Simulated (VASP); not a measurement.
# Co (P6/mmm) in VASP: a series of runs, part 2 of 2

VASP 6.6.1.

**4. Single point, PBEsol, collinear spin, ferromagnetic start (volume scaled by 1.08)**

INCAR

```
  ALGO = Normal
  EDIFF = 1E-6
  ENCUT = 520
  GGA = PS
  ISIF = 2
  ISMEAR = -1
  ISPIN = 2
  LASPH = T
  LCHARG = F
  LMAXMIX = 4
  LORBIT = 11
  LREAL = F
  LWAVE = F
  MAGMOM = 1.657 1.698 1.698
  NBANDS = 24
  NELM = 150
  PREC = Accurate
  SIGMA = 0.05
```

KPOINTS

```
k-points
0
Gamma
  11 11 15
```

POSCAR

```
Co
1.0
    4.0037314999      0.0000000000      0.0000000000
   -2.0018657500      3.4673331888      0.0000000000
    0.0000000000      0.0000000000      2.4665605098
Co
3
Direct
    0.0000000000      1.0000000000      0.0000000000
    0.3333333333      0.6666666667      0.5000000000
    0.6666666667      0.3333333333      0.5000000000
```

Potentials or basis: VASP PAW PBE potentials, release 64 (Co).

Started as:

```
> cat potpaw_PBE.64/Co/POTCAR > POTCAR
> mpirun -np 1 vasp_std > vasp.out
```

OUTCAR:

```text
EDIFF = 1E-6
   ENCUT = 520
   GGA = PS
   ISIF = 2
   ISMEAR = -1
   ISPIN = 2
   LASPH = T
   LORBIT = 11
   LREAL = F
   NELM = 150
   PREC = Accurate

 ion  position               nearest neighbor table
   1  0.000  0.000  0.000-   2 2.62   3 2.62   2 2.62   3 2.62   2 2.62   2 2.62   3 2.62   3 2.62
                             3 2.62   3 2.62   2 2.62   2 2.62
   2  0.333  0.667  0.500-   3 2.31   3 2.31   3 2.31   1 2.62   1 2.62   1 2.62   1 2.62   1 2.62
                             1 2.62
   3  0.667  0.333  0.500-   2 2.31   2 2.31   2 2.31   1 2.62   1 2.62   1 2.62   1 2.62   1 2.62
                             1 2.62

  LATTYP: Found a hexagonal cell.
 ALAT       =     4.0037314999
 C/A-ratio  =     0.6160654154

  Lattice vectors:

 A1 = (   4.0037314999,   0.0000000000,   0.0000000000)
 A2 = (  -2.0018657500,   3.4673331888,   0.0000000000)
 A3 = (   0.0000000000,   0.0000000000,   2.4665605098)

Analysis of symmetry for initial positions (statically):
=====================================================================
 Subroutine PRICEL returns:
 Original cell was already a primitive cell.

 Routine SETGRP: Setting up the symmetry group for a
 hexagonal supercell.

 Subroutine GETGRP returns: Found 24 space group operations
 (whereof 24 operations were pure point group operations)
 out of a pool of 24 trial point group operations.

The static configuration has the point symmetry D_6h.

Analysis of symmetry for dynamics (positions and initial velocities):
=====================================================================
 Subroutine PRICEL returns:
 Original cell was already a primitive cell.

 Routine SETGRP: Setting up the symmetry group for a
 hexagonal supercell.

 Subroutine GETGRP returns: Found 24 space group operations
 (whereof 24 operations were pure point group operations)
 out of a pool of 24 trial point group operations.

The dynamic configuration has the point symmetry D_6h.

Analysis of structural, dynamic, and magnetic symmetry:
=====================================================================
 Subroutine PRICEL returns:
 Original cell was already a primitive cell.

[... 153 lines left out ...]
  free energy    TOTEN  =       -22.80089686 eV

  energy without entropy =      -22.78257008  energy(sigma->0) =      -22.79173347

 E-fermi :   9.4633     XC(G=0): -13.2726

 val. band max:        9.4624378315   @ k =   0.3636   0.1818   0.0000
 cond. band min:       9.4648196959   @ k =   0.2727   0.0909   0.0000
 fundamental gap:      0.0023818644
 Fermi energy:         9.4633487645

 spin component 1

 k-point     1 :       0.0000    0.0000    0.0000
  band No.  band energies     occupation
      1       0.7031      1.00000
      2       4.9387      1.00000
      3       6.1059      1.00000
      4       6.1059      1.00000
      5       6.1594      1.00000
      6       6.1594      1.00000
[... 637 lines left out ...]
     23      24.8507      0.00000
     24      30.1836      0.00000

 [... further k-points ...]

 spin component 2

 k-point     1 :       0.0000    0.0000    0.0000
  band No.  band energies     occupation
      1       0.7726      1.00000
      2       6.1525      1.00000
      3       7.2842      1.00000
      4       7.2842      1.00000
      5       7.3229      1.00000
      6       7.3229      1.00000
[... 637 lines left out ...]
     23      25.1670      0.00000
     24      30.2982      0.00000

 [... further k-points ...]
[... 5 lines left out ...]
  --------------------------------------------------------------------------------------
  -------------------------------------------------------------------------------------
  Total       -3.4376048     -3.4376048     -3.2711186      0.0000000      0.0000000      0.0000000
  in kB     -160.8474682   -160.8474682   -153.0574844      0.0000000      0.0000000      0.0000000
  external PRESSURE =    -158.2508069 kB  Pullay stress =       0.0000000 kB

 VOLUME and BASIS-vectors are now :
 -----------------------------------------------------------------------------
  energy-cutoff  :      520.00
  volume of cell :       34.24
      direct lattice vectors                 reciprocal lattice vectors
     4.003731500  0.000000000  0.000000000     0.249766999  0.144203044  0.000000000
    -2.001865750  3.467333189  0.000000000     0.000000000  0.288406088  0.000000000
     0.000000000  0.000000000  2.466560510     0.000000000  0.000000000  0.405422853

 POSITION                                       TOTAL-FORCE (eV/Angst)
 -----------------------------------------------------------------------------------
      0.00000      0.00000      0.00000         0.000000      0.000000      0.000000
     -0.00000      2.31156      1.23328        -0.000000      0.000000     -0.000000
      2.00187      1.15578      1.23328         0.000000     -0.000000      0.000000
 -----------------------------------------------------------------------------------
    total drift:                               -0.000000      0.000000      0.000000

  FREE ENERGIE OF THE ION-ELECTRON SYSTEM (eV)
  ---------------------------------------------------
  free  energy   TOTEN  =       -22.8008968588 eV

  energy  without entropy=      -22.7825700843  energy(sigma->0) =      -22.79173347

 total charge

# of ion       s       p       d       tot
------------------------------------------
    1        0.450   0.467   7.217   8.134
    2        0.485   0.495   7.246   8.226
    3        0.485   0.495   7.246   8.226
--------------------------------------------------
tot          1.420   1.456  21.710  24.586

 magnetization (x)

# of ion       s       p       d       tot
------------------------------------------
    1       -0.008  -0.048   1.713   1.657
    2       -0.010  -0.044   1.756   1.702
    3       -0.010  -0.044   1.756   1.702
--------------------------------------------------
tot         -0.029  -0.136   5.224   5.060
```

Run time: 2.5 min. Hardware: 1 thread of Intel Xeon 6975P-C (Granite Rapids), shared host; peak memory 0.25 GiB.

What came out:

| Property | Result |
| --- | --- |
| Free energy | -22.8009 eV |
| Pressure | -15.8 GPa |
| Band gap on the k mesh | zero (filled and empty bands overlap) |
| Net moment | 5.00 μB per cell |
| Site moments | Co +1.66, +1.70 μB |
| Valence electrons inside the program's atomic spheres | Co 8.13, 8.23 |

Caveat: the PAW data sets were made with another functional, which shifts forces and pressure a little.

**5. Summary**

```csv
cell,gap on the mesh (eV),pressure (GPa),moment (μB)
"a = 3.902, b = 3.902, c = 2.404 Å, angles 90.0, 90.0, 120.0°, 3 atoms",none,-1.0,4.86
"a = 3.954, b = 3.954, c = 2.436 Å, angles 90.0, 90.0, 120.0°, 3 atoms",none,-9.3,4.93
"a = 4.004, b = 4.004, c = 2.467 Å, angles 90.0, 90.0, 120.0°, 3 atoms",none,-15.8,5.00
```

Alike in all rows: task single point; level PBEsol; potentials or basis VASP PAW PBE potentials, release 64 (Co); spin collinear, ferromagnetic start; k mesh 11 × 11 × 15; cutoff (eV) 520; smearing fermi-dirac 0.05 eV.

Caveats: the PAW data sets were made with another functional, which shifts forces and pressure a little.

Total energies depend on the potentials used, so only differences within one code and one set of settings carry meaning.
